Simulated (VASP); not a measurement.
A run of VASP 6.6.1 is set up as follows.

Contents of INCAR:

```
SYSTEM = K2TaO3
PREC = Accurate
ENCUT = 520
EDIFF = 1E-7
ISMEAR = 0
SIGMA = 0.1
LREAL = .FALSE.
LASPH = .TRUE.
NELM = 150
ALGO = Normal
ISIF = 2
LWAVE = .FALSE.
LCHARG = .FALSE.
ISPIN = 2
MAGMOM = 0 0 1 0 0 0
LORBIT = 11
LMAXMIX = 4
GGA = PE
NBANDS = 36
```

File KPOINTS:

```
Automatic mesh
0
G
  6 6 6
  0 0 0
```

POSCAR

```
K2TaO3
1.0
    2.7610546000      1.5940956100      4.5410465600
   -2.7610546000      1.5940956100      4.5410465600
    0.0000000000     -3.1881912300      4.5410465600
K Ta O
2 1 3
Direct
    0.6223710200      0.6223710200      0.6223710200
    0.3776289800      0.3776289800      0.3776289800
    0.0000000000      0.0000000000      0.0000000000
    0.5000000000      0.0000000000      0.0000000000
    0.0000000000      0.5000000000      0.0000000000
    0.0000000000      0.0000000000      0.5000000000
```

Potentials or basis: VASP PAW PBE potentials, release 64 (K_sv, Ta_pv, O).

Command:

```sh
$ cat potpaw_PBE.64/K_sv/POTCAR potpaw_PBE.64/Ta_pv/POTCAR potpaw_PBE.64/O/POTCAR > POTCAR
$ mpirun -np 1 vasp_std > vasp.out
```

Q: Estimate the pressure.

A: -11.2 GPa.

Q: Predict the site moments.

A: K +0.04; Ta +1.70; O +0.57 μB.

Forces in eV/Å, atoms in the order of the input:
```
K    0.000  0.000 -0.514
K    0.000  0.000  0.514
Ta   0.000  0.000  0.000
O    0.000  0.000  0.000
O    0.000  0.000  0.000
O    0.000  0.000  0.000
```

Caveat: the cell stands under tension.
